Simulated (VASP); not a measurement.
A run of VASP 6.6.1 is set up as follows.

INCAR

```
PREC = Accurate ; ENCUT = 520
EDIFF = 1E-6 ; ISMEAR = -1
SIGMA = 0.05 ; LREAL = Auto
LASPH = True ; NELM = 150
ALGO = Normal ; ISIF = 2
LWAVE = False ; LCHARG = False
ISPIN = 2 ; MAGMOM = 0 0 0 0 0 0 0 0 0 0 0 0 0 0 0 0 1
LORBIT = 11 ; GGA = PE
IVDW = 12 ; NBANDS = 53
```

Contents of KPOINTS:

```
Automatic mesh
0
Gamma
  2 2 2
```

POSCAR

```
Si16O
1.0
    0.0000000000      5.4300000000      5.4300000000
    5.4300000000      0.0000000000      5.4300000000
    5.4300000000      5.4300000000      0.0000000000
Si O
16 1
Direct
    0.0662615101     -0.0105709024     -0.0526335175
    0.1213720074      0.1091436464      0.1391068140
   -0.0188029466     -0.0561325967      0.5083793738
    0.2240239411     -0.0174493554      0.5845395948
   -0.0409392265      0.4819521179      0.0725046041
    0.1333241252      0.6217587477      0.1036924494
    0.0668324125      0.3584898711      0.4931675875
   -0.0537384899      0.5628545120      0.7403130755
    0.5134990792     -0.0206629834      0.0655616943
    0.6750460405      0.1524125230      0.1067771639
    0.4555985267      0.1427255985      0.4598158379
    0.6744290976      0.1816666667      0.6940791897
    0.5337937385      0.5596869245     -0.0804604052
    0.5910128913      0.6125966851      0.1711418048
    0.3381767956      0.4504788214      0.5668508287
    0.6685819521      0.7820810313      0.5507918969
    0.8131675875      0.3793001842      0.6048987109
```

Potentials or basis: VASP PAW PBE potentials, release 64 (Si, O).

Run with:

```bash
$ cat potpaw_PBE.64/Si/POTCAR potpaw_PBE.64/O/POTCAR > POTCAR
$ mpirun -np 1 vasp_std > vasp.out
```

Question: What does it give for the largest force?

Answer: 3.376 eV/Å.

Question: Estimate the band gap on the k mesh.

Answer: 0.16 eV.

Question: Estimate the pressure.

Answer: -2.9 GPa.

Forces on the atoms (eV/Å):
```
Si   0.699 -0.390 -0.629
Si  -0.588  0.721  0.739
Si   0.274  0.399 -0.460
Si  -0.099  0.098 -1.774
Si  -0.759 -0.349 -0.759
Si   0.299  1.703  0.518
Si   0.569 -0.780  1.091
Si  -0.400 -0.241  1.502
Si   0.722 -0.576  0.620
Si  -0.289 -0.965  0.401
Si   0.570  1.175  2.150
Si   0.163 -0.646  1.038
Si   0.377  0.747 -1.143
Si   0.672 -0.281 -0.838
Si  -1.305  0.509  1.021
Si  -0.161  0.149 -0.439
O   -0.745 -1.271 -3.037
```

Caveat: the k points lie up to 0.50 Å⁻¹ apart; the atoms stand as in a frame of molecular dynamics.
